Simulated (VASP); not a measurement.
Runs of VASP 6.6.1 on AgCl. Symmetry: F-43m, No. 216, cubic system. The conventional cell has a = 5.986 Å, b = 5.986 Å, c = 5.986 Å, α = 90.00°, β = 90.00°, γ = 90.00°. Ag (site symmetry -43m) has 4 Cl at 2.59 Å within 3.4 Å. Cl (site symmetry -43m) has 4 Ag at 2.59 Å within 3.4 Å. 

```csv
level,k mesh,smearing,grid for exact exchange (PRECFOCK),screening parameter,share of exact exchange,gap on the mesh (eV),pressure (GPa)
r2SCAN,6 × 6 × 6,methfessel-paxton 0.001 eV,-,-,-,1.60,(b)
HSE06,4 × 4 × 4,gaussian 0.01 eV,Normal,0.2079 1/Å,-,(c),1.0
PBE-based screened hybrid,4 × 4 × 4,gaussian 0.01 eV,Normal,0.2078 1/Å,0.75,5.73,0.9
PBE-based global hybrid,4 × 4 × 4,gaussian 0.01 eV,Normal,-,0.05,(a),1.1
r2SCAN,6 × 6 × 6,gaussian 0.01 eV,-,-,-,1.60,-0.1
```

Alike in all rows: task single point; potentials or basis VASP PAW PBE potentials, release 64 (Ag, Cl); no spin polarisation; cell as given; cutoff (eV) 520.

Problem. Fill in the values left out.

Solution. (a) 1.68; (b) 0.0; (c) 2.70.

Caveats: some runs use coarse meshes; the PAW data sets were made with another functional, which shifts forces and pressure a little.

A k mesh can miss the band edges, and the runs leave out spin-orbit coupling on Ag.
